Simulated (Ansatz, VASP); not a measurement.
One calculation of NaF, two programs

```
Na F
1.0
     2.79349    0.00000    0.00000
     0.00000    2.79349    0.00000
     0.00000    0.00000    2.79349
Na F
1 1
Direct
  0.00000 0.00000 0.00000
  0.50000 0.50000 0.50000
```

Alike in both runs: task single point; functional PBEsol; k mesh 6 × 6 × 6; no spin polarisation.

|  | VASP | Ansatz |
| --- | --- | --- |
| version | VASP 6.6.1 | Ansatz 0.2.0 |
| potentials or method | VASP PAW PBE potentials, release 64 (Na_pv, F) | plane waves |
| plane-wave cutoff (eV) | 520 | 420 |
| occupations | gaussian, width 0.01 eV | fixed |
| valence electrons in the cell | 14 | 16 |

```tsv
	VASP	Ansatz	Ansatz less VASP
gap on the k mesh at the Fermi level (eV)	5.98	6.00	+0.019
pressure (GPa)	1.3	1.4	+0.07
```

VASP's potentials were made for PBE, not for PBEsol. VASP's potentials hold 14 valence electrons a cell and Ansatz's 16, so a difference there can come from the potentials and not from the codes.
